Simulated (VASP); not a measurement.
# SiC5 (P6/mmm) in VASP: notebook, part 3 of 3

VASP 6.6.1.

**6. Single point, PBE, collinear spin, ferromagnetic start**

This run uses another cell than the first one, of 13.21 Å³/atom, 1.014 times its volume.

File INCAR:

```
ALGO     = Normal         # electronic algorithm
EDIFF    = 1E-6           # SCF threshold, eV
ENCUT    = 520            # plane-wave cutoff, eV
GGA      = PE             # functional
ISIF     = 2              # what is computed and relaxed
ISMEAR   = 0              # smearing method
ISPIN    = 2              # spin polarisation
LASPH    = T              # aspherical terms in the spheres
LCHARG   = F              # write CHGCAR
LORBIT   = 11             # projections on sites
LREAL    = F              # projectors in reciprocal space
LWAVE    = F              # write WAVECAR
MAGMOM   = 0 1 1 1 1 1    # initial moments
NBANDS   = 25             # bands
NELM     = 150            # most SCF steps
PREC     = Accurate       # precision mode
SIGMA    = 0.1            # smearing width, eV
```

File KPOINTS:

```
k-points
0
Gamma
  6 6 2
```

File POSCAR:

```
SiC5
1.0
    2.5326316200      0.0000000000      0.0000000000
   -1.2663158100      2.1933233200      0.0000000000
    0.0000000000      0.0000000000     14.2697299200
Si C
1 5
Direct
    0.0000000000      0.0000000000      0.5000000000
    0.0000000000      0.0000000000      0.8333333300
    0.0000000000      0.0000000000      0.0000000000
    0.0000000000      0.0000000000      0.1666666700
    0.0000000000      0.0000000000      0.3333333300
    0.0000000000      0.0000000000      0.6666666700
```

Potentials or basis: VASP PAW PBE potentials, release 64 (Si, C).

The run is started by

```bash
$ cat potpaw_PBE.64/Si/POTCAR potpaw_PBE.64/C/POTCAR > POTCAR
$ mpirun -np 1 vasp_std > vasp.out
```

OUTCAR:

```text
EDIFF = 1E-6
   ENCUT = 520
   GGA = PE
   ISIF = 2
   ISMEAR = 0
   ISPIN = 2
   LASPH = T
   LORBIT = 11
   LREAL = F
   NELM = 150
   PREC = Accurate

 ion  position               nearest neighbor table
   1  0.000  0.000  0.500-   5 2.38   6 2.38
   2  0.000  0.000  0.833-
   3  0.000  0.000  0.000-
   4  0.000  0.000  0.167-
   5  0.000  0.000  0.333-   1 2.38
   6  0.000  0.000  0.667-   1 2.38

  LATTYP: Found a hexagonal cell.
 ALAT       =     2.5326316200
 C/A-ratio  =     5.6343487965

  Lattice vectors:

 A1 = (   2.5326316200,   0.0000000000,   0.0000000000)
 A2 = (  -1.2663158100,   2.1933233200,   0.0000000000)
 A3 = (   0.0000000000,   0.0000000000,  14.2697299200)

Analysis of symmetry for initial positions (statically):
[... 959 lines left out ...]
  Direction    XX          YY          ZZ          XY          YZ          ZX
  --------------------------------------------------------------------------------------
  -------------------------------------------------------------------------------------
  Total      -14.3376683    -14.3376683    -16.7345247      0.0000000     -0.0000000      0.0000000
  in kB     -289.8001968   -289.8001964   -338.2466703      0.0000000     -0.0000000      0.0000000
  external PRESSURE =    -305.9490212 kB  Pullay stress =       0.0000000 kB

 VOLUME and BASIS-vectors are now :
 -----------------------------------------------------------------------------
  energy-cutoff  :      520.00
  volume of cell :       79.27
      direct lattice vectors                 reciprocal lattice vectors
     2.532631620  0.000000000  0.000000000     0.394846211  0.227964567  0.000000000
    -1.266315810  2.193323320  0.000000000     0.000000000  0.455929133  0.000000000
     0.000000000  0.000000000 14.269729920     0.000000000  0.000000000  0.070078411

 POSITION                                       TOTAL-FORCE (eV/Angst)
 -----------------------------------------------------------------------------------
      0.00000      0.00000      7.13486        -0.000000      0.000000      0.000000
      0.00000      0.00000     11.89144        -0.000000      0.000000      0.032124
      0.00000      0.00000      0.00000        -0.000000      0.000000      0.000000
      0.00000      0.00000      2.37829        -0.000000     -0.000000     -0.032124
      0.00000      0.00000      4.75658         0.000000     -0.000000      0.006179
      0.00000      0.00000      9.51315         0.000000      0.000000     -0.006179
 -----------------------------------------------------------------------------------
    total drift:                               -0.000000      0.000000      0.000000

  FREE ENERGIE OF THE ION-ELECTRON SYSTEM (eV)
  ---------------------------------------------------
  free  energy   TOTEN  =       -26.5420173743 eV

  energy  without entropy=      -26.5321435134  energy(sigma->0) =      -26.53708044

 total charge

# of ion       s       p       d       tot
------------------------------------------
    1        0.785   0.761   0.000   1.546
    2        1.044   0.887   0.000   1.931
    3        1.035   0.901   0.000   1.936
    4        1.044   0.887   0.000   1.931
    5        1.016   0.962   0.000   1.978
    6        1.016   0.962   0.000   1.978
--------------------------------------------------
tot          5.941   5.359   0.000  11.300

 magnetization (x)

# of ion       s       p       d       tot
------------------------------------------
    1        0.000  -0.000   0.000  -0.000
    2        0.000   0.000   0.000   0.000
    3        0.000   0.000   0.000   0.000
    4        0.000   0.000   0.000   0.000
    5       -0.000  -0.000   0.000  -0.000
    6       -0.000  -0.000   0.000  -0.000
--------------------------------------------------
tot          0.000   0.000   0.000   0.000
```

stdout:

```text
POSCAR found type information on POSCAR SiC
 POSCAR found :  2 types and       6 ions
 scaLAPACK will be used
 LDA part: xc-table for (Slater+PW92), standard interpolation
 POSCAR, INCAR and KPOINTS ok, starting setup
 FFT: planning ... GRIDC
 FFT: planning ... GRID_SOFT
 FFT: planning ... GRID
 WAVECAR not read
 entering main loop
```

It took 1.9 min on 1 thread of Intel Xeon Platinum 8488C (Sapphire Rapids), shared host; peak memory 0.24 GiB.

What came out:

| Property | Result |
| --- | --- |
| Free energy | -26.5420 eV |
| Pressure | -30.6 GPa |
| Largest force | 0.032 eV/Å |
| Band gap on the k mesh | zero (filled and empty bands overlap) |
| Net moment | 0.00 μB per cell |
| Valence electrons inside the program's atomic spheres | Si 1.55; C 1.93, 1.94, 1.98 |

Forces in eV/Å, atoms in the order of the input:
```
Si   0.000  0.000  0.000
C    0.000  0.000  0.032
C    0.000  0.000  0.000
C    0.000  0.000 -0.032
C    0.000  0.000  0.006
C    0.000  0.000 -0.006
```

Stress tensor (GPa, compression positive):
```
-28.98   0.00   0.00
  0.00 -28.98   0.00
  0.00   0.00 -33.82
```

Caveat: the k points lie up to 0.48 Å⁻¹ apart.

**7. Summary**

```tsv
task	spin	cell	cutoff (eV)	gap on the mesh (eV)	pressure (GPa)	moment (μB)	largest force (eV/Å)
single point	off	a = 3.247, b = 3.247, c = 8.558 Å, angles 90.0, 90.0, 120.0°, 6 atoms	520	none	0.1	-	0.04
single point	off	a = 2.533, b = 2.533, c = 14.270 Å, angles 90.0, 90.0, 120.0°, 6 atoms	520	none	-30.6	-	0.03
relaxation of cell and atoms	off	relaxed from a = 2.533, b = 2.533, c = 14.270 Å, angles 90.0, 90.0, 120.0°, 6 atoms	600	none	0.0	-	0.02
single point	collinear, ferromagnetic start	a = 3.247, b = 3.247, c = 8.558 Å, angles 90.0, 90.0, 120.0°, 6 atoms	520	none	0.1	0.00	0.04
single point	collinear, ferromagnetic start	a = 2.533, b = 2.533, c = 14.270 Å, angles 90.0, 90.0, 120.0°, 6 atoms	520	none	-30.6	0.00	0.03
```

Alike in all rows: level PBE; potentials or basis VASP PAW PBE potentials, release 64 (Si, C); k mesh 6 × 6 × 2; smearing gaussian 0.1 eV.

Caveats: all runs use coarse meshes.

Absolute energies hang on the potentials; compare differences alone.
